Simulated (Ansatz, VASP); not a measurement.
# One calculation of Zr2H3, two programs

```
Zr H
1.0
     5.08498    0.00000    0.00000
    -2.54249    4.40372    0.00000
     0.00000    0.00000    3.76380
Zr H
2 3
Cartesian
  0.0000 2.9358 0.0000
  2.5425 1.4679 0.0000
  0.0000 2.9358 1.8819
  2.5425 1.4679 1.8819
  0.0000 0.0000 1.8819
```

Alike in both runs: functional PBE; k mesh 12 × 12 × 10; occupations gaussian, width 0.1 eV; no spin polarisation.

Ansatz relaxed the structure, and its values are those at the end. VASP's run is a single point on that final structure, the one shown.

|  | VASP | Ansatz |
| --- | --- | --- |
| version | VASP 6.6.1 | Ansatz 0.2.0 |
| potentials or method | VASP PAW PBE potentials, release 64 (Zr_sv, H), cutoff 520 eV | scalar-relativistic, plane waves, PAW |
| valence electrons in the cell | 27 | 27 |

|  | VASP | Ansatz | Ansatz less VASP |
| --- | --- | --- | --- |
| gap on the k mesh at the Fermi level (eV) | none | none | - |
| pressure (GPa) | 0.0 | 0.0 | +0.04 |

A gap of «none» marks a metal or a gap that the smearing closes. With one functional, cell and mesh, what is left measures potentials, basis and numerics.
